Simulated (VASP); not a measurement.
A run of VASP 6.6.1 is set up as follows.

The input INCAR:

```
SYSTEM = NaI
PREC     = Accurate       ! precision mode
ENCUT    = 600            ! plane-wave cutoff, eV
EDIFF    = 1E-8           ! SCF threshold, eV
ISMEAR   = 0              ! smearing method
SIGMA    = 0.01           ! smearing width, eV
LREAL    = .FALSE.        ! projectors in reciprocal space
LASPH    = .TRUE.         ! aspherical terms in the spheres
NELM     = 60             ! most SCF steps
ALGO     = Normal         ! electronic algorithm
ISIF     = 3              ! what is computed and relaxed
LWAVE    = .FALSE.        ! write WAVECAR
LCHARG   = .FALSE.        ! write CHGCAR
GGA      = CA             ! functional
IBRION   = 6              ! ionic algorithm
NFREE    = 2            
POTIM    = 0.015          ! step
NSW      = 1              ! ionic steps
```

File KPOINTS:

```
regular mesh
0
G
  6 6 6
  0 0 0
```

POSCAR

```
NaI
1.0
    0.0000000000      2.9646795172      2.9646795172
    2.9646795172      0.0000000000      2.9646795172
    2.9646795172      2.9646795172      0.0000000000
Na I
1 1
Direct
    0.0000000000      0.0000000000      0.0000000000
    0.5000000000      0.5000000000      0.5000000000
```

Potentials or basis: VASP PAW LDA potentials, release 64 (Na_pv, I).

Run with:

```console
$ cat potpaw_LDA.64/Na_pv/POTCAR potpaw_LDA.64/I/POTCAR > POTCAR
$ mpirun -np 1 vasp_std > vasp.out
```

Question: Estimate the elastic constants C11, C12, C44.

Answer: 90, 12, 9 GPa.

Question: Estimate the Voigt bulk modulus.

Answer: 38 GPa.

Question: Estimate the highest phonon frequency at Γ, LO-TO splitting left out.

Answer: 189 cm⁻¹.

Phonon frequencies in cm⁻¹ (negative: imaginary):
```tsv
q point	frequencies
(0.000, 0.000, 0.000)	0 0 0 189 189 189
```

Caveat: the cell is under stress, which shifts elastic constants.
